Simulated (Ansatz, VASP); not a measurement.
One calculation of NiO2, two programs

```
CELL_PARAMETERS angstrom
2.74782 0.00000 0.00000
-1.37391 2.37968 0.00000
0.00000 0.00000 5.10436
ATOMIC_POSITIONS crystal
Ni 0.00000 0.00000 0.50000
O 0.66667 0.33333 0.73794
O 0.33333 0.66667 0.26206
```

Alike in both runs: task single point; functional PBEsol; k mesh 12 × 12 × 6; occupations gaussian, width 0.05 eV; no spin polarisation.

```csv
,VASP,Ansatz
version,VASP 6.6.1,Ansatz 0.2.0
potentials or method,"VASP PAW PBE potentials, release 64 (Ni, O), cutoff 520 eV","scalar-relativistic, plane waves, PAW"
valence electrons in the cell,22,30
```

Ansatz gave:

```
gap on the k mesh at the Fermi level (eV)                     : 0.74
least direct gap on the mesh (eV)                             : 0.77
pressure (GPa)                                                : -24.2
traceless stress, the component that is largest in VASP (GPa) : -19.51
rms of the force components (eV/Å)                            : 1.769
```

Estimate VASP's values.

gap on the k mesh at the Fermi level (eV): 0.72; least direct gap on the mesh (eV): 0.75; pressure (GPa): -24.0; traceless stress, the component that is largest in VASP (GPa): -19.22; rms of the force components (eV/Å): 1.726.

VASP's potentials were made for PBE, not for PBEsol. Atom by atom the forces differ by 0.043 eV/Å (rms over components). VASP's potentials hold 22 valence electrons a cell and Ansatz's 30, so a difference there can come from the potentials and not from the codes.
